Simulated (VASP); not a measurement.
# SnO2 (P4_2/mnm) in VASP: further runs

Runs on SnO2. Level: r2SCAN. Tasks: single point.

Program: VASP 6.6.1. These are calculated values, not measurements. Logs are shortened: lines on timing, memory, paths and dates and some standing lists are left out, and cuts for length are marked.

### Step 1. The cell of the first run

It takes space group P4_2/mnm (No. 136, tetragonal). The conventional cell has a = 4.761 Å, b = 4.761 Å, c = 3.232 Å, α = 90.00°, β = 90.00°, γ = 90.00°. Within 2.7 Å of Sn (site symmetry mmm) lie 6 O at 2.06 to 2.08 Å. Within 2.7 Å of O (site symmetry m2m) lie 3 Sn at 2.06 to 2.08 Å and 1 O at 2.61 Å.

### Step 2. Single point, r2SCAN (uniaxial z strain +1.0%)

File POSCAR:

```
SnO2
1.0
    4.7605737245      0.0000000000      0.0000000000
    0.0000000000      4.7605737245      0.0000000000
    0.0000000000      0.0000000000      3.2320810738
Sn O
2 4
Direct
    0.0000000000      0.0000000000      0.0000000000
    0.5000000000      0.5000000000      0.5000000000
    0.3063022198      0.3063022198      0.0000000000
    0.1936977802      0.8063022198      0.5000000000
    0.8063022198      0.1936977802      0.5000000000
    0.6936977802      0.6936977802      0.0000000000
```

File INCAR.step1:

```
ALGO = Normal
EDIFF = 1E-4
ENCUT = 520
GGA = PE
ISMEAR = 0
LASPH = True
LCHARG = False
LREAL = False
LWAVE = True
NBANDS = 35
NELM = 80
PREC = Accurate
SIGMA = 0.01
```

File INCAR.step2:

```
ALGO = Normal
EDIFF = 1E-6
ENCUT = 520
ISIF = 2
ISMEAR = 0
ISTART = 1
LASPH = True
LCHARG = True
LELF = True
LMIXTAU = True
LREAL = False
LVHAR = True
LWAVE = False
METAGGA = R2SCAN
NBANDS = 35
NELM = 80
PREC = Accurate
SIGMA = 0.01
```

File KPOINTS:

```
k-points
0
Gamma
  6 6 8
```

Potentials or basis: VASP PAW PBE potentials, release 64 (Sn_d, O).

Command:

```sh
$ cat potpaw_PBE.64/Sn_d/POTCAR potpaw_PBE.64/O/POTCAR > POTCAR
$ cp INCAR.step1 INCAR
$ mpirun -np 1 vasp_std > vasp.out
$ cp INCAR.step2 INCAR
$ mpirun -np 1 vasp_std > vasp.out
```

OUTCAR:

```text
EDIFF = 1E-6
   ENCUT = 520
   ISIF = 2
   ISMEAR = 0
   ISTART = 1
   LASPH = True
   LREAL = False
   METAGGA = R2SCAN
   NELM = 80
   PREC = Accurate

 ion  position               nearest neighbor table
   1  0.000  0.000  0.000-   3 2.06   6 2.06   5 2.08   4 2.08   4 2.08   5 2.08   2 3.73   2 3.73
                             2 3.73   2 3.73   2 3.73   2 3.73   2 3.73   2 3.73
   2  0.500  0.500  0.500-   4 2.06   5 2.06   3 2.08   6 2.08   3 2.08   6 2.08   1 3.73   1 3.73
                             1 3.73   1 3.73   1 3.73   1 3.73   1 3.73   1 3.73
   3  0.306  0.306  0.000-   1 2.06   2 2.08   2 2.08
   4  0.194  0.806  0.500-   2 2.06   1 2.08   1 2.08
   5  0.806  0.194  0.500-   2 2.06   1 2.08   1 2.08
   6  0.694  0.694  0.000-   1 2.06   2 2.08   2 2.08

  LATTYP: Found a simple tetragonal cell.
 ALAT       =     4.7605737245
 C/A-ratio  =     0.6789267977

  Lattice vectors:

 A1 = (   4.7605737245,   0.0000000000,   0.0000000000)
 A2 = (   0.0000000000,   4.7605737245,   0.0000000000)
 A3 = (   0.0000000000,   0.0000000000,   3.2320810738)

Analysis of symmetry for initial positions (statically):
=====================================================================
 Subroutine PRICEL returns:
 Original cell was already a primitive cell.

 Routine SETGRP: Setting up the symmetry group for a
 simple tetragonal supercell.

 Subroutine GETGRP returns: Found 16 space group operations
 (whereof  8 operations were pure point group operations)
 out of a pool of 16 trial point group operations.

The static configuration has the point symmetry D_2h.
 The point group associated with its full space group is D_4h.

Analysis of symmetry for dynamics (positions and initial velocities):
=====================================================================
 Subroutine PRICEL returns:
 Original cell was already a primitive cell.

 Routine SETGRP: Setting up the symmetry group for a
 simple tetragonal supercell.

 Subroutine GETGRP returns: Found 16 space group operations
 (whereof  8 operations were pure point group operations)
 out of a pool of 16 trial point group operations.

The dynamic configuration has the point symmetry D_2h.
 The point group associated with its full space group is D_4h.

 Subroutine INISYM returns: Found 16 space group operations
 (whereof  8 operations are pure point group operations),
 and found     1 'primitive' translations

----------------------------------------------------------------------------------------

                                     Primitive cell

  volume of cell :      73.2489

  direct lattice vectors                    reciprocal lattice vectors
     4.760573725  0.000000000  0.000000000     0.210058715  0.000000000  0.000000000
     0.000000000  4.760573725  0.000000000     0.000000000  0.210058715  0.000000000
     0.000000000  0.000000000  3.232081074     0.000000000  0.000000000  0.309398179

  length of vectors
     4.760573725  4.760573725  3.232081074     0.210058715  0.210058715  0.309398179

  position of ions in fractional coordinates (direct lattice)
     0.000000000  0.000000000  0.000000000
     0.500000000  0.500000000  0.500000000
     0.306302220  0.306302220  0.000000000
     0.193697780  0.806302220  0.500000000
     0.806302220  0.193697780  0.500000000
     0.693697780  0.693697780  0.000000000

  ion indices of the primitive-cell ions
   primitive index   ion index
                 1           1
                 2           2
                 3           3
                 4           4
                 5           5
                 6           6

----------------------------------------------------------------------------------------

 KPOINTS: k-points

Automatic generation of k-mesh.
 Grid dimensions read from file:
 generate k-points for:    6    6    8

 Generating k-lattice:

  Cartesian coordinates                     Fractional coordinates (reciprocal lattice)
     0.035009786  0.000000000  0.000000000     0.166666667  0.000000000  0.000000000
[... 46 lines left out ...]
 Gauss-broadening in eV      SIGMA  =   0.01
  energy-cutoff  :      520.00
  volume of cell :       73.25
 maximum number of plane-waves:      2016
 NGX is ok and might be reduce to    36
   NGX = 17   NGY = 17   NGZ = 13

 number of electron      52.0000005 magnetization

 Free energy of the ion-electron system (eV)
  ---------------------------------------------------
  ext. energy  EPLUGINS =         0.00000000
  ---------------------------------------------------
  free energy    TOTEN  =       -84.62743680 eV

  energy without entropy =      -84.62743680  energy(sigma->0) =      -84.62743680

 E-fermi :   5.5152     XC(G=0): -11.9157

 val. band max:        5.4442158135   @ k =   0.0000   0.0000   0.0000
 cond. band min:       7.0944218467   @ k =   0.0000   0.0000   0.0000
 fundamental gap:      1.6502060332
 Fermi energy:         5.5152278544

 k-point     1 :       0.0000    0.0000    0.0000
  band No.  band energies     occupation
      1     -16.2664      2.00000
      2     -15.3620      2.00000
      3     -15.1055      2.00000
      4     -15.1055      2.00000
      5     -15.0840      2.00000
      6     -15.0554      2.00000
[... 27 lines left out ...]
     34      18.4668      0.00000
     35      18.8132      0.00000

 k-point     2 :       0.1667    0.0000    0.0000
  band No.  band energies     occupation
      1     -16.2199      2.00000
      2     -15.4218      2.00000
      3     -15.1040      2.00000
      4     -15.1039      2.00000
      5     -15.0912      2.00000
      6     -15.0859      2.00000
[... 27 lines left out ...]
     34      18.4497      0.00000
     35      18.7663      0.00000

 k-point     3 :       0.3333    0.0000    0.0000
  band No.  band energies     occupation
      1     -16.0839      2.00000
      2     -15.6211      2.00000
      3     -15.1119      2.00000
      4     -15.1007      2.00000
      5     -15.1006      2.00000
      6     -15.0922      2.00000
[... 27 lines left out ...]
     34      18.4904      0.00000
     35      18.7177      0.00000
[... 723 lines left out ...]
 k-point    23 :       0.3333    0.0000    0.2500
  band No.  band energies     occupation
      1     -15.9810      2.00000
      2     -15.8196      2.00000
      3     -15.4436      2.00000
      4     -15.1784      2.00000
      5     -14.9931      2.00000
      6     -14.9866      2.00000
[... 27 lines left out ...]
     34      18.4613      0.00000
     35      18.6738      0.00000

 k-point    24 :       0.5000    0.0000    0.2500
  band No.  band energies     occupation
      1     -15.9232      2.00000
      2     -15.9232      2.00000
      3     -15.2987      2.00000
      4     -15.2987      2.00000
      5     -14.9849      2.00000
      6     -14.9849      2.00000
[... 27 lines left out ...]
     34      18.6533      0.00000
     35      18.8723      0.00000

 [... further k-points ...]
[... 5 lines left out ...]
  --------------------------------------------------------------------------------------
  -------------------------------------------------------------------------------------
  Total       -0.2811201     -0.2811201     -1.3045911     -0.0000000      0.0000000      0.0000000
  in kB       -6.1489605     -6.1489605    -28.5354120     -0.0000000      0.0000000      0.0000000
  external PRESSURE =     -13.6111110 kB  Pullay stress =       0.0000000 kB

 VOLUME and BASIS-vectors are now :
 -----------------------------------------------------------------------------
  energy-cutoff  :      520.00
  volume of cell :       73.25
      direct lattice vectors                 reciprocal lattice vectors
     4.760573725  0.000000000  0.000000000     0.210058715  0.000000000  0.000000000
     0.000000000  4.760573725  0.000000000     0.000000000  0.210058715  0.000000000
     0.000000000  0.000000000  3.232081074     0.000000000  0.000000000  0.309398179

 POSITION                                       TOTAL-FORCE (eV/Angst)
 -----------------------------------------------------------------------------------
      0.00000      0.00000      0.00000         0.000000      0.000000      0.000000
      2.38029      2.38029      1.61604         0.000000      0.000000      0.000000
      1.45817      1.45817      0.00000        -0.016329     -0.016329     -0.000000
      0.92211      3.83846      1.61604         0.016329     -0.016329     -0.000000
      3.83846      0.92211      1.61604        -0.016329      0.016329      0.000000
      3.30240      3.30240      0.00000         0.016329      0.016329      0.000000
 -----------------------------------------------------------------------------------
    total drift:                                0.000000      0.000000     -0.000000

  FREE ENERGIE OF THE ION-ELECTRON SYSTEM (eV)
  ---------------------------------------------------
  free  energy   TOTEN  =       -84.6274367967 eV

  energy  without entropy=      -84.6274367967  energy(sigma->0) =      -84.62743680
```

Run time: 7.5 min. Hardware: 1 thread of AMD EPYC 7R43 (Zen 3), shared host; peak memory 0.2 GiB.

What came out:

* Free energy: -84.6274 eV
* Pressure: -1.4 GPa
* Largest force: 0.023 eV/Å
* Band gap on the k mesh: 1.65 eV, direct

Forces on the atoms (eV/Å):
```
Sn   0.000  0.000  0.000
Sn   0.000  0.000  0.000
O   -0.016 -0.016  0.000
O    0.016 -0.016  0.000
O   -0.016  0.016  0.000
O    0.016  0.016  0.000
```

Levels at points of the mesh, in eV from the valence-band top:
| k point | band 23 | band 24 | band 25 | band 26 | band 27 | band 28 | band 29 | band 30 |
| --- | --- | --- | --- | --- | --- | --- | --- | --- |
| (0.00, 0.00, 0.00) | -1.24 | -0.75 | -0.75 | 0.00 | 1.65 | 6.61 | 6.93 | 6.93 |
| (0.50, 0.00, 0.00) | -1.19 | -1.19 | -0.61 | -0.61 | 4.88 | 4.88 | 7.67 | 7.67 |
| (0.50, 0.50, 0.00) | -1.32 | -1.32 | -0.89 | -0.89 | 5.28 | 5.28 | 8.09 | 8.09 |
| (0.00, 0.00, 0.50) | -1.64 | -1.64 | -1.25 | -1.25 | 6.74 | 6.74 | 10.48 | 10.48 |
| (0.50, 0.00, 0.50) | -1.08 | -1.08 | -0.67 | -0.67 | 7.03 | 7.03 | 8.81 | 8.81 |
| (0.50, 0.50, 0.50) | -0.94 | -0.94 | -0.82 | -0.82 | 5.44 | 5.44 | 9.59 | 9.59 |

Caveat: the cell differs from its parent crystal (uniaxial z strain +1.0%); the PAW data sets were made with another functional, which shifts forces and pressure a little; spin-orbit coupling is left out, which moves the levels of the heavy elements.

### Step 3. Single point, r2SCAN (uniaxial z strain +2.0%)

File POSCAR:

```
SnO2
1.0
    4.7605737245      0.0000000000      0.0000000000
    0.0000000000      4.7605737245      0.0000000000
    0.0000000000      0.0000000000      3.2640818765
Sn O
2 4
Direct
    0.0000000000      0.0000000000      0.0000000000
    0.5000000000      0.5000000000      0.5000000000
    0.3066422152      0.3066422152      0.0000000000
    0.1933577848      0.8066422152      0.5000000000
    0.8066422152      0.1933577848      0.5000000000
    0.6933577848      0.6933577848      0.0000000000
```

File INCAR.step1:

```
PREC = Accurate
ENCUT = 520
ISMEAR = 0
SIGMA = 0.01
LREAL = False
LASPH = True
NELM = 100
NBANDS = 35
GGA = PE
ALGO = Normal
EDIFF = 1E-4
LWAVE = True
LCHARG = False
```

File INCAR.step2:

```
PREC = Accurate
ENCUT = 520
EDIFF = 1E-6
ISMEAR = 0
SIGMA = 0.01
LREAL = False
LASPH = True
NELM = 100
ALGO = Normal
ISIF = 2
LWAVE = False
LCHARG = False
METAGGA = R2SCAN
LMIXTAU = True
NBANDS = 35
ISTART = 1
```

File KPOINTS:

```
regular mesh
0
Gamma
  6 6 8
```

Potentials or basis: VASP PAW PBE potentials, release 64 (Sn_d, O).

Command:

```sh
$ cat potpaw_PBE.64/Sn_d/POTCAR potpaw_PBE.64/O/POTCAR > POTCAR
$ cp INCAR.step1 INCAR
$ mpirun -np 1 vasp_std > vasp.out
$ cp INCAR.step2 INCAR
$ mpirun -np 1 vasp_std > vasp.out
```

It took 7.9 min on 1 thread of AMD EPYC 7R43 (Zen 3), shared host; peak memory 0.21 GiB.

It converged, with:

- Free energy: -84.6064 eV
- Pressure: -3.7 GPa
- Largest force: 0.018 eV/Å
- Band gap on the k mesh: 1.51 eV, direct

Forces in eV/Å, atoms in the order of the input:
```
Sn   0.000  0.000  0.000
Sn   0.000  0.000  0.000
O   -0.013 -0.013  0.000
O    0.013 -0.013  0.000
O   -0.013  0.013  0.000
O    0.013  0.013  0.000
```

Stress tensor (GPa, compression positive):
```
-2.05  0.00  0.00
 0.00 -2.05  0.00
 0.00  0.00 -6.90
```

Levels at points of the mesh, in eV from the valence-band top:
| k point | band 22 | band 23 | band 24 | band 25 | band 26 | band 27 | band 28 | band 29 | band 30 | band 31 |
| --- | --- | --- | --- | --- | --- | --- | --- | --- | --- | --- |
| (0.00, 0.00, 0.00) | -1.26 | -1.26 | -0.73 | -0.73 | 0.00 | 1.51 | 6.41 | 6.80 | 6.80 | 11.07 |
| (0.50, 0.00, 0.00) | -1.91 | -1.21 | -1.21 | -0.59 | -0.59 | 4.76 | 4.76 | 7.53 | 7.53 | 11.76 |
| (0.50, 0.50, 0.00) | -1.92 | -1.35 | -1.35 | -0.86 | -0.86 | 5.13 | 5.13 | 7.96 | 7.96 | 11.80 |
| (0.00, 0.00, 0.50) | -2.54 | -1.62 | -1.62 | -1.23 | -1.23 | 6.61 | 6.61 | 10.43 | 10.43 | 11.16 |
| (0.50, 0.00, 0.50) | -1.69 | -1.05 | -1.05 | -0.65 | -0.65 | 6.90 | 6.90 | 8.77 | 8.77 | 11.54 |
| (0.50, 0.50, 0.50) | -2.28 | -0.92 | -0.92 | -0.80 | -0.80 | 5.36 | 5.36 | 9.53 | 9.53 | 11.53 |

Caveat: the cell differs from its parent crystal (uniaxial z strain +2.0%); the PAW data sets were made with another functional, which shifts forces and pressure a little; spin-orbit coupling is left out, which moves the levels of the heavy elements.

### Step 4. Single point, r2SCAN (uniaxial z strain +3.0%)

File POSCAR:

```
SnO2
1.0
    4.7605737245      0.0000000000      0.0000000000
    0.0000000000      4.7605737245      0.0000000000
    0.0000000000      0.0000000000      3.2960826792
Sn O
2 4
Direct
    0.0000000000      0.0000000000      0.0000000000
    0.5000000000      0.5000000000      0.5000000000
    0.3069247111      0.3069247111      0.0000000000
    0.1930752889      0.8069247111      0.5000000000
    0.8069247111      0.1930752889      0.5000000000
    0.6930752889      0.6930752889      0.0000000000
```

File INCAR.step1:

```
SYSTEM = SnO2
PREC = Accurate
ENCUT = 520
ISMEAR = 0
SIGMA = 0.01
LREAL = .False.
LASPH = .True.
NELM = 60
NBANDS = 35
GGA = PE
ALGO = Normal
EDIFF = 1E-4
LWAVE = .True.
LCHARG = .False.
```

File INCAR.step2:

```
SYSTEM = SnO2
PREC = Accurate
ENCUT = 520
EDIFF = 1E-6
ISMEAR = 0
SIGMA = 0.01
LREAL = .False.
LASPH = .True.
NELM = 60
ALGO = Normal
ISIF = 2
LWAVE = .False.
LCHARG = .True.
METAGGA = R2SCAN
LMIXTAU = .True.
LELF = .True.
LVHAR = .True.
NBANDS = 35
ISTART = 1
```

File KPOINTS:

```
Automatic mesh
0
Gamma
  6 6 8
  0 0 0
```

Command:

```sh
$ cat potpaw_PBE.64/Sn_d/POTCAR potpaw_PBE.64/O/POTCAR > POTCAR
$ cp INCAR.step1 INCAR
$ mpirun -np 1 vasp_std > vasp.out
$ cp INCAR.step2 INCAR
$ mpirun -np 1 vasp_std > vasp.out
```

Run time: 9.3 min. Hardware: 1 thread of AMD EPYC 7R43 (Zen 3), shared host; peak memory 0.22 GiB.

It converged, with:

* Free energy: -84.5679 eV
* Pressure: -5.8 GPa
* Largest force: 0.013 eV/Å
* Band gap on the k mesh: 1.36 eV, direct

Forces on the atoms (eV/Å):
```
Sn   0.000  0.000  0.000
Sn   0.000  0.000  0.000
O   -0.009 -0.009  0.000
O    0.009 -0.009  0.000
O   -0.009  0.009  0.000
O    0.009  0.009  0.000
```

Stress tensor (GPa, compression positive):
```
 -3.40   0.00   0.00
  0.00  -3.40   0.00
  0.00   0.00 -10.64
```

Levels at points of the mesh, in eV from the valence-band top:
| k point | band 24 | band 25 | band 26 | band 27 | band 28 | band 29 |
| --- | --- | --- | --- | --- | --- | --- |
| (0.00, 0.00, 0.00) | -0.71 | -0.71 | 0.00 | 1.36 | 6.22 | 6.68 |
| (0.50, 0.00, 0.00) | -1.22 | -0.58 | -0.58 | 4.64 | 4.64 | 7.39 |
| (0.50, 0.50, 0.00) | -1.37 | -0.82 | -0.82 | 4.98 | 4.98 | 7.84 |
| (0.00, 0.00, 0.50) | -1.59 | -1.21 | -1.21 | 6.47 | 6.47 | 10.37 |
| (0.50, 0.00, 0.50) | -1.03 | -0.64 | -0.64 | 6.78 | 6.78 | 8.73 |
| (0.50, 0.50, 0.50) | -0.90 | -0.77 | -0.77 | 5.26 | 5.26 | 9.48 |

Caveat: the cell differs from its parent crystal (uniaxial z strain +3.0%); the PAW data sets were made with another functional, which shifts forces and pressure a little; spin-orbit coupling is left out, which moves the levels of the heavy elements.

### Step 5. Single point, r2SCAN (uniaxial z strain +4.0%)

File POSCAR:

```
SnO2
1.0
    4.7605737245      0.0000000000      0.0000000000
    0.0000000000      4.7605737245      0.0000000000
    0.0000000000      0.0000000000      3.3280834819
Sn O
2 4
Direct
    0.0000000000      0.0000000000      0.0000000000
    0.5000000000      0.5000000000      0.5000000000
    0.3071497474      0.3071497474      0.0000000000
    0.1928502526      0.8071497474      0.5000000000
    0.8071497474      0.1928502526      0.5000000000
    0.6928502526      0.6928502526      0.0000000000
```

File INCAR.step1:

```
  PREC = Accurate
  ENCUT = 520
  ISMEAR = 0
  SIGMA = 0.01
  LREAL = False
  LASPH = True
  NELM = 60
  NBANDS = 35
  GGA = PE
  ALGO = Normal
  EDIFF = 1E-4
  LWAVE = True
  LCHARG = False
```

File INCAR.step2:

```
  PREC = Accurate
  ENCUT = 520
  EDIFF = 1E-7
  ISMEAR = 0
  SIGMA = 0.01
  LREAL = False
  LASPH = True
  NELM = 60
  ALGO = Normal
  ISIF = 2
  LWAVE = False
  LCHARG = False
  METAGGA = R2SCAN
  LMIXTAU = True
  NBANDS = 35
  ISTART = 1
```

File KPOINTS:

```
regular mesh
0
Gamma
  6 6 8
```

Command:

```sh
$ cat potpaw_PBE.64/Sn_d/POTCAR potpaw_PBE.64/O/POTCAR > POTCAR
$ cp INCAR.step1 INCAR
$ mpirun -np 1 vasp_std > vasp.out
$ cp INCAR.step2 INCAR
$ mpirun -np 1 vasp_std > vasp.out
```

Wall time 10 min (1 thread of AMD EPYC 7R43 (Zen 3), shared host); peak memory 0.22 GiB.

The run converged. Its results:

```
Free energy            : -84.5129 eV
Pressure               : -7.8 GPa
Largest force          : 0.008 eV/Å
Band gap on the k mesh : 1.22 eV, direct
```

Forces on the atoms (eV/Å):
```
Sn   0.000  0.000  0.000
Sn   0.000  0.000  0.000
O   -0.006 -0.006  0.000
O    0.006 -0.006  0.000
O   -0.006  0.006  0.000
O    0.006  0.006  0.000
```

Stress tensor (GPa, compression positive):
```
 -4.68   0.00   0.00
  0.00  -4.68   0.00
  0.00   0.00 -14.14
```

Levels at points of the mesh, in eV from the valence-band top:
| k point | band 24 | band 25 | band 26 | band 27 | band 28 | band 29 |
| --- | --- | --- | --- | --- | --- | --- |
| (0.00, 0.00, 0.00) | -0.69 | -0.69 | 0.00 | 1.22 | 6.04 | 6.56 |
| (0.50, 0.00, 0.00) | -1.23 | -0.57 | -0.57 | 4.52 | 4.52 | 7.27 |
| (0.50, 0.50, 0.00) | -1.39 | -0.79 | -0.79 | 4.83 | 4.83 | 7.72 |
| (0.00, 0.00, 0.50) | -1.57 | -1.19 | -1.19 | 6.34 | 6.34 | 10.32 |
| (0.50, 0.00, 0.50) | -1.00 | -0.62 | -0.62 | 6.66 | 6.66 | 8.68 |
| (0.50, 0.50, 0.50) | -0.88 | -0.74 | -0.74 | 5.17 | 5.17 | 9.43 |

Caveat: the cell differs from its parent crystal (uniaxial z strain +4.0%); the PAW data sets were made with another functional, which shifts forces and pressure a little; spin-orbit coupling is left out, which moves the levels of the heavy elements.

### Step 6. Overview

| cell | gap on the mesh (eV) | pressure (GPa) | largest force (eV/Å) |
| --- | --- | --- | --- |
| a = 4.761, b = 4.761, c = 3.232 Å, 6 atoms | 1.65 | -1.4 | 0.02 |
| a = 4.761, b = 4.761, c = 3.264 Å, 6 atoms | 1.51 | -3.7 | 0.02 |
| a = 4.761, b = 4.761, c = 3.296 Å, 6 atoms | 1.36 | -5.8 | 0.01 |
| a = 4.761, b = 4.761, c = 3.328 Å, 6 atoms | 1.22 | -7.8 | 0.01 |

Alike in all rows: task single point; level r2SCAN; potentials or basis VASP PAW PBE potentials, release 64 (Sn_d, O); no spin polarisation; k mesh 6 × 6 × 8; cutoff (eV) 520; smearing gaussian 0.01 eV.

Caveats: the PAW data sets were made with another functional, which shifts forces and pressure a little; spin-orbit coupling is left out, which moves the levels of the heavy elements.

Total energies depend on the potentials used, so only differences within one code and one set of settings carry meaning.
